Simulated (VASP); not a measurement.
Input of a VASP 6.6.1 run:

File INCAR:

```
PREC = Accurate ; ENCUT = 520
EDIFF = 1E-7 ; ISMEAR = 0
SIGMA = 0.1 ; LREAL = F
LASPH = T ; NELM = 80
ALGO = Normal ; ISIF = 2
LWAVE = F ; LCHARG = F
GGA = PE ; NBANDS = 18
```

File KPOINTS:

```
regular mesh
0
Gamma
  6 6 4
```

The input POSCAR:

```
SnH5
1.0
    4.5695095100      0.0000000000      0.0000000000
   -2.2847547500      3.9573113200      0.0000000000
    0.0000000000      0.0000000000      3.8234669800
Sn H
1 5
Direct
    0.0000000000      0.0000000000      0.0000000000
    0.3333333300      0.6666666700      0.0000000000
    0.6666666700      0.3333333300      0.0000000000
    0.5000000000      0.0000000000      0.5000000000
    0.5000000000      0.5000000000      0.5000000000
    0.0000000000      0.5000000000      0.5000000000
```

Potentials or basis: VASP PAW PBE potentials, release 64 (Sn_d, H).

Command:

```console
$ cat potpaw_PBE.64/Sn_d/POTCAR potpaw_PBE.64/H/POTCAR > POTCAR
$ mpirun -np 1 vasp_std > vasp.out
```

Problem. Estimate the pressure.

Solution. -13.3 GPa.

Stress tensor (GPa, compression positive):
```
-14.56   0.00   0.00
  0.00 -14.56   0.00
  0.00   0.00 -10.72
```

Caveat: the k points lie up to 0.41 Å⁻¹ apart.
